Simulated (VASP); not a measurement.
# NaCl (k07): relaxation of cell and atoms with PBE

The system is NaCl (k07).

```
CELL_PARAMETERS angstrom
0.00000 2.60210 2.60210
2.60210 0.00000 2.60210
2.60210 2.60210 0.00000
ATOMIC_POSITIONS crystal
Na 0.00000 0.00000 0.00000
Cl 0.50000 0.50000 0.50000
```

```
Program                : VASP 6.6.1
Task                   : relaxation of cell and atoms
Functional             : PBE
Potentials or basis    : VASP PAW PBE potentials, release 64 (Na_pv, Cl)
Cutoff                 : 600 eV
k mesh                 : 10 × 10 × 10
Occupations            : gaussian, width 0.02 eV
Spin                   : no spin polarisation
Target pressure        : 12 GPa
Dipole correction      : no
Further INCAR settings : ALGO = Normal; EDIFF = 1e-06; IBRION = 2; EDIFFG = -0.002; NSW = 100; ISIF = 3
```

```
Relaxed volume                                         : 17.64 Å³/atom
Relaxed cell                                           : a = 3.681 Å, b = 3.681 Å, c = 3.681 Å, α = 60.00°, β = 60.00°, γ = 60.00°
Space group after relaxing (to 0.05 Å)                 : Fm-3m (No. 225)
Energy change on relaxing (the enthalpy is what falls) : -1.4 meV/atom
Ionic steps                                            : 2
Pressure after relaxing                                : 12.0 GPa
Band gap on the k mesh                                 : 6.21 eV, direct
```

The path:
| step | energy change (eV) | largest force (eV/Å) | pressure (GPa) | volume (Å³) |
| --- | --- | --- | --- | --- |
| 1 | 0.0000 | 0.0000 | 12.07 | 35.24 |
| 2 | -0.0028 | 0.0000 | 11.99 | 35.27 |

Final structure:
```
Na Cl
1.0
     0.00000    2.60301    2.60301
     2.60301    0.00000    2.60301
     2.60301    2.60301    0.00000
Na Cl
1 1
Direct
  0.00000 0.00000 0.00000
  0.50000 0.50000 0.50000
```

Levels at points of the mesh, in eV from the valence-band top:
| k point | band 3 | band 4 | band 5 | band 6 | band 7 | band 8 | band 9 | band 10 | band 11 |
| --- | --- | --- | --- | --- | --- | --- | --- | --- | --- |
| (0.00, 0.00, 0.00) | -20.49 | -13.35 | 0.00 | 0.00 | 0.00 | 6.21 | 11.26 | 11.26 | 11.26 |
| (0.50, 0.00, 0.00) | -20.49 | -12.67 | -2.78 | -0.43 | -0.43 | 7.65 | 11.50 | 11.50 | 12.74 |
| (0.50, 0.50, 0.00) | -20.51 | -12.62 | -2.39 | -0.87 | -0.87 | 7.73 | 8.22 | 13.19 | 16.11 |

Wall time 31 s on 1 thread of Intel(R) Xeon(R) Platinum 8259CL CPU @ 2.50GHz (Skylake/Cascade Lake), on a shared host, peak memory 0.17 GiB.

Caveat: the cell is relaxed towards a set pressure, so the enthalpy falls and the energy may rise. A k mesh can miss the band edges.
